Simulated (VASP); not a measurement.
Al3GaN4: single point with PBEsol

The system is Al3GaN4.

```xyz
8
Lattice="4.5393 0.0000 0.0000 0.0000 4.5393 0.0000 0.0000 0.0000 4.5393" Properties=species:S:1:pos:R:3 pbc="T T T"
Al    2.2697    2.2697    0.0000
Al    2.2697    0.0000    2.2697
Al    0.0000    2.2697    2.2697
Ga    0.0000    0.0000    0.0000
N     3.3805    3.3805    1.1588
N     3.3805    1.1588    3.3805
N     1.1588    3.3805    3.3805
N     1.1588    1.1588    1.1588
```

```json
{
 "Program": "VASP 6.6.1",
 "Task": "single point",
 "Functional": "PBEsol",
 "Potentials or basis": "VASP PAW PBE potentials, release 64 (Al, Ga_d, N)",
 "Cutoff": "520 eV",
 "k mesh": "6 × 6 × 6",
 "Occupations": "gaussian, width 0.05 eV",
 "Spin": "no spin polarisation"
}
```

```
Pressure               : -14.7 GPa
Band gap on the k mesh : 2.74 eV, direct
```

Levels at points of the mesh, in eV from the valence-band top:
```tsv
k point	band 17	band 18	band 19	band 20	band 21	band 22	band 23	band 24	band 25	band 26
(0.00, 0.00, 0.00)	-1.85	-1.85	0.00	0.00	0.00	2.74	3.25	3.25	3.25	6.36
(0.50, 0.00, 0.00)	-2.61	-1.12	-1.12	-0.89	-0.89	5.10	5.13	5.84	5.84	7.66
(0.50, 0.50, 0.00)	-2.43	-0.78	-0.54	-0.51	-0.51	6.49	7.10	7.10	7.39	7.52
(0.50, 0.50, 0.50)	-0.58	-0.58	-0.38	-0.38	-0.38	4.72	6.19	6.19	6.19	8.85
```

It took 62 s on 1 thread of Intel Xeon 6975P-C (shared host), peak memory 0.23 GiB.

Caveat: the PAW data sets were made with another functional, which shifts forces and pressure a little.
